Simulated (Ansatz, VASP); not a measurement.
# NbTeS4: VASP beside Ansatz

```
CELL_PARAMETERS angstrom
4.31133 -4.36279 0.00000
4.31133 4.36279 0.00000
0.00000 0.00000 3.76064
ATOMIC_POSITIONS crystal
Nb 0.50000 0.50000 0.50000
Te 0.00000 0.00000 0.00000
S 0.21448 0.21448 0.50000
S 0.78552 0.78552 0.50000
S 0.68417 0.31583 0.00000
S 0.31583 0.68417 0.00000
```

Change from the starting cell: species swapped into the TiSnO4 type (Cmmm, No. 65).

Alike in both runs: functional PBE; k mesh 6 × 6 × 10; occupations gaussian, width 0.1 eV; no spin polarisation.

Ansatz relaxed the structure, and its values are those at the end. VASP's run is a single point on that final structure, the one shown.

|  | VASP | Ansatz |
| --- | --- | --- |
| version | VASP 6.6.1 | Ansatz 0.2.0 |
| potentials or method | VASP PAW PBE potentials, release 64 (Nb_sv, Te, S), cutoff 520 eV | scalar-relativistic, plane waves, PAW |
| valence electrons in the cell | 43 | 53 |

|  | VASP | Ansatz | Ansatz less VASP |
| --- | --- | --- | --- |
| gap on the k mesh at the Fermi level (eV) | none | none | - |
| pressure (GPa) | -0.2 | 0.0 | +0.19 |
| rms of the force components (eV/Å) | 0.004 | 0.001 | -0.0033 |

A gap of «none» marks a metal or a gap that the smearing closes. VASP's potentials hold 43 valence electrons a cell and Ansatz's 53, so a difference there can come from the potentials and not from the codes.

Spin-orbit coupling is off throughout.
